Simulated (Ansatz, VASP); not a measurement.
# Rb in VASP and in Ansatz

File POSCAR:

```
Rb
1.0
    0.0000000000      5.0715539594      5.0715539594
    5.0715539594      0.0000000000      5.0715539594
    5.0715539594      5.0715539594      0.0000000000
Rb
2
Direct
    0.1250000000      0.1250000000      0.1250000000
    0.8750000000      0.8750000000      0.8750000000
```

File INCAR.step1:

```
SYSTEM = Rb
PREC = Accurate
ENCUT = 520
ISMEAR = -1
SIGMA = 0.1
LREAL = .FALSE.
LASPH = .TRUE.
NELM = 100
NBANDS = 16
GGA = PE
ALGO = Normal
EDIFF = 1E-4
LWAVE = .TRUE.
LCHARG = .FALSE.
```

File INCAR.step2:

```
SYSTEM = Rb
PREC = Accurate
ENCUT = 520
EDIFF = 1E-7
ISMEAR = -1
SIGMA = 0.1
LREAL = .FALSE.
LASPH = .TRUE.
NELM = 100
ALGO = Normal
ISIF = 2
LWAVE = .FALSE.
LCHARG = .FALSE.
METAGGA = R2SCAN
LMIXTAU = .TRUE.
NBANDS = 16
ISTART = 1
```

The input KPOINTS:

```
Automatic mesh
0
G
  6 6 6
  0 0 0
```

Input for Ansatz:

```yaml
crystal:
  lattice:
    - [0.0, 5.0715539594, 5.0715539594]
    - [5.0715539594, 0.0, 5.0715539594]
    - [5.0715539594, 5.0715539594, 0.0]
  atoms:
    - { symbol: Rb, position: [0.125, 0.125, 0.125] }
    - { symbol: Rb, position: [0.875, 0.875, 0.875] }
hamiltonian:
  xc: r2scan
  pseudopotentials:
    kind: paw
    azcp:
      Rb: "pseudopotentials/Rb.paw.azcp"
basis:
  ecutwfc: 500
  fft_grid_basis: typed
kpoints:
  mp_grid: { grid: [6, 6, 6], shift: [0, 0, 0] }
magnetization:
  spin_polarized: false
scf:
  occupations: { method: fermi_dirac, width: 0.1 }
  lower_state_search: "off"
output:
  stress: true
```

Alike in both runs: task single point; functional r2SCAN; k mesh 6 × 6 × 6; occupations fermi-dirac, width 0.1 eV; no spin polarisation.

|  | VASP | Ansatz |
| --- | --- | --- |
| version | VASP 6.6.1 | Ansatz 0.2.0 |
| potentials or method | VASP PAW PBE potentials, release 64 (Rb_sv), cutoff 520 eV | plane waves (500 eV) with PAW, scalar-relativistic |
| valence electrons in the cell | 18 | 18 |

```csv
,VASP,Ansatz,Ansatz less VASP
pressure (GPa),0.1,0.1,0.00
```

VASP's potentials were made for PBE, not for r2SCAN.
